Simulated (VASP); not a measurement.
Write the native input for VASP 6.6.1 that does the following.

| Item | Value |
| --- | --- |
| Task | electric field gradients |
| Functional | PBE |
| Potentials or basis | VASP PAW PBE potentials, release 64 (Be, Sb, N) |
| Cutoff | 520 eV |
| k mesh | 10 × 10 × 10 |
| Occupations | fermi-dirac, width 0.15 eV |
| Spin | no spin polarisation |
| Dipole correction | no |
| Further INCAR settings | ALGO = Normal; EDIFF = 1e-08; NBANDS = 16 |

The structure of Be3SbN lies in POSCAR:

```
Be3SbN
1.0
    3.7882430461      0.0000000000      0.0000000000
    0.0000000000      3.7882430461      0.0000000000
    0.0000000000      0.0000000000      3.7882430461
Be Sb N
3 1 1
Direct
    0.0000000000      0.5000000000      0.5000000000
    0.5000000000      0.5000000000      0.0000000000
    0.5000000000      0.0000000000      0.5000000000
    0.0000000000      0.0000000000      0.0000000000
    0.5000000000      0.5000000000      0.5000000000
```

These files were run (other wordings do the same):

INCAR

```
SYSTEM = Be3SbN
PREC = Accurate
ENCUT = 520
EDIFF = 1E-8
ISMEAR = -1
SIGMA = 0.15
LREAL = .False.
LASPH = .True.
NELM = 100
ALGO = Normal
ISIF = 2
LWAVE = .False.
LCHARG = .False.
GGA = PE
LEFG = .True.
NBANDS = 16
```

KPOINTS

```
Automatic mesh
0
Gamma
  10 10 10
  0 0 0
```

Potentials or basis: VASP PAW PBE potentials, release 64 (Be, Sb, N).

Launch:

```sh
$ cat potpaw_PBE.64/Be/POTCAR potpaw_PBE.64/Sb/POTCAR potpaw_PBE.64/N/POTCAR > POTCAR
$ mpirun -np 1 vasp_std > vasp.out
```

Results of the run:

| Item | Value |
| --- | --- |
| Pressure | 0.4 GPa |
| Band gap on the k mesh | zero (bands 8 and 9 overlap by 0.18 eV) |
| Largest electric field gradient by atom | Be -7.6; Sb -0.0; N -0.0 V/Å² |

Caveat: without QUAD_EFG the Cq values of the log hold for a quadrupole moment of 1 mb, not for the nuclei; spin-orbit coupling is left out, which moves the levels of the heavy elements.

Wall time 72 s on 1 thread of Intel(R) Xeon(R) Platinum 8375C CPU @ 2.90GHz (Ice Lake), with other jobs on the host, peak memory 0.19 GiB.
